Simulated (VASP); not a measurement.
# Nb2SiO3: single point with PBE

Crystal: Nb2SiO3.

```xyz
12
Lattice="5.3559 0.0000 0.0020 0.0000 5.3361 0.0000 -0.6611 0.0000 5.2726" Properties=species:S:1:pos:R:3 pbc="T T T"
Nb    1.3231    0.4287    3.7537
Nb    3.4195    3.7892    4.2532
Nb    1.6537    4.9074    1.1174
Nb    3.7501    1.5469    1.6169
Si    1.1452    2.9274    2.8908
Si    1.4758    2.4087    0.2545
O    -0.2340    4.8184    4.6052
O     4.6833    2.8931    2.8252
O     0.0966    0.5177    1.9689
O     5.0138    2.4430    0.1889
O     3.0860    5.2977    2.7682
O     3.4165    0.0384    0.1320
```

* Program: VASP 6.6.1
* Task: single point
* Functional: PBE
* Potentials or basis: VASP PAW PBE potentials, release 64 (Nb_sv, Si, O)
* Cutoff: 520 eV
* k mesh: 6 × 6 × 6
* Occupations: gaussian, width 0.1 eV
* Spin: no spin polarisation
* Dipole correction: no
* Further INCAR settings: ALGO = Normal; EDIFF = 1e-06; NBANDS = 60

- Pressure: -0.3 GPa
- Largest force: 0.030 eV/Å
- Band gap on the k mesh: zero (bands 48 and 49 overlap by 0.36 eV)

Forces on the atoms (eV/Å):
```
Nb  -0.014  0.002  0.004
Nb   0.015  0.016 -0.003
Nb  -0.014 -0.002  0.004
Nb   0.015 -0.016 -0.003
Si   0.025  0.002  0.001
Si   0.025 -0.002  0.001
O    0.008 -0.002 -0.006
O   -0.029 -0.008  0.001
O    0.008  0.002 -0.006
O   -0.029  0.008  0.001
O   -0.004  0.002  0.002
O   -0.004 -0.002  0.002
```

Stress tensor (GPa, compression positive):
```
-0.21  0.00  0.01
 0.00 -0.34  0.00
 0.01  0.00 -0.28
```

Levels at points of the mesh, in eV from the Fermi level:
| k point | band 44 | band 45 | band 46 | band 47 | band 48 | band 49 | band 50 | band 51 | band 52 | band 53 |
| --- | --- | --- | --- | --- | --- | --- | --- | --- | --- | --- |
| (0.00, 0.00, 0.00) | -1.76 | -1.19 | -1.15 | -0.52 | -0.23 | 0.41 | 0.47 | 0.78 | 1.25 | 1.28 |
| (0.50, 0.00, 0.00) | -2.11 | -1.88 | -1.54 | -0.57 | -0.06 | 0.32 | 0.50 | 0.80 | 1.28 | 1.51 |
| (0.00, 0.50, 0.00) | -2.22 | -2.01 | -1.09 | -0.92 | -0.48 | 0.33 | 0.46 | 0.49 | 0.96 | 1.47 |
| (0.50, 0.50, 0.00) | -2.21 | -2.08 | -1.13 | -0.72 | -0.31 | -0.12 | 0.34 | 0.85 | 1.20 | 1.31 |
| (0.00, 0.00, 0.50) | -1.40 | -1.15 | -1.15 | -0.01 | -0.01 | 0.47 | 0.47 | 0.87 | 0.87 | 1.69 |
| (0.50, 0.00, 0.50) | -2.21 | -1.52 | -1.52 | -0.04 | -0.04 | 0.58 | 0.58 | 1.45 | 1.45 | 1.71 |
| (0.00, 0.50, 0.50) | -2.36 | -1.02 | -1.02 | -0.44 | -0.44 | 0.49 | 0.49 | 0.73 | 0.73 | 1.84 |
| (0.50, 0.50, 0.50) | -2.87 | -1.06 | -1.06 | -0.71 | -0.71 | 0.44 | 0.44 | 1.20 | 1.20 | 1.66 |

It took 11 min on 1 thread of Intel(R) Xeon(R) Platinum 8488C (Sapphire Rapids), with other jobs on the host, peak memory 0.6 GiB.
